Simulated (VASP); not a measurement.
Wanted: the native input for a VASP 6.6.1 run.

* Task: single point
* Functional: PBE-based screened hybrid with 25 % exact exchange
* Potentials or basis: VASP PAW PBE potentials, release 64 (Pb_d, Te)
* Cutoff: 520 eV
* k mesh: 4 × 4 × 4
* Occupations: fermi-dirac, width 0.05 eV
* Spin: no spin polarisation
* Dipole correction: no
* Grid for exact exchange (PRECFOCK): Normal
* Share of exact exchange: 0.25
* Further INCAR settings: ALGO = Normal; EDIFF = 1e-06; NBANDS = 17
* Screening parameter: 0.3 1/Å

Crystal: TePb.

```
Pb Te
1.0
     0.00000    3.27352    3.27352
     3.27352    0.00000    3.27352
     3.27352    3.27352    0.00000
Pb Te
1 1
Direct
  0.00000 0.00000 0.00000
  0.50000 0.50000 0.50000
```

These files were run (other wordings do the same):

POSCAR

```
TePb
1.0
    0.0000000000      3.2735180337      3.2735180337
    3.2735180337      0.0000000000      3.2735180337
    3.2735180337      3.2735180337      0.0000000000
Pb Te
1 1
Direct
    0.0000000000      0.0000000000      0.0000000000
    0.5000000000      0.5000000000      0.5000000000
```

INCAR.step1

```
  PREC = Accurate
  ENCUT = 520
  EDIFF = 1E-5
  ISMEAR = -1
  SIGMA = 0.05
  LREAL = False
  LASPH = True
  NELM = 80
  ALGO = Normal
  ISIF = 2
  LWAVE = True
  NBANDS = 17
  GGA = PE
```

INCAR.step2

```
  PREC = Accurate
  ENCUT = 520
  EDIFF = 1E-6
  ISMEAR = -1
  SIGMA = 0.05
  LREAL = False
  LASPH = True
  NELM = 80
  ALGO = Normal
  ISIF = 2
  LWAVE = False
  LCHARG = True
  GGA = PE
  LHFCALC = True
  AEXX = 0.25
  HFSCREEN = 0.3
  PRECFOCK = Normal
  LELF = True
  LVHAR = True
  NBANDS = 17
  ISTART = 1
```

KPOINTS

```
regular mesh
0
Gamma
  4 4 4
```

Potentials or basis: VASP PAW PBE potentials, release 64 (Pb_d, Te).

Run with:

```bash
$ cat potpaw_PBE.64/Pb_d/POTCAR potpaw_PBE.64/Te/POTCAR > POTCAR
$ cp INCAR.step1 INCAR
$ mpirun -np 1 vasp_std > vasp.out
$ cp INCAR.step2 INCAR
$ mpirun -np 1 vasp_std > vasp.out
```

Results of the run:

| Quantity | Value |
| --- | --- |
| Pressure | -0.6 GPa |
| Band gap on the k mesh | 1.06 eV |

Caveat: the PAW data sets were made with another functional, which shifts forces and pressure a little; spin-orbit coupling is left out, which moves the levels of the heavy elements.

It took 15 min on 1 thread of Intel(R) Xeon(R) Platinum 8259CL CPU @ 2.50GHz (Skylake/Cascade Lake), on a shared host, peak memory 0.32 GiB.
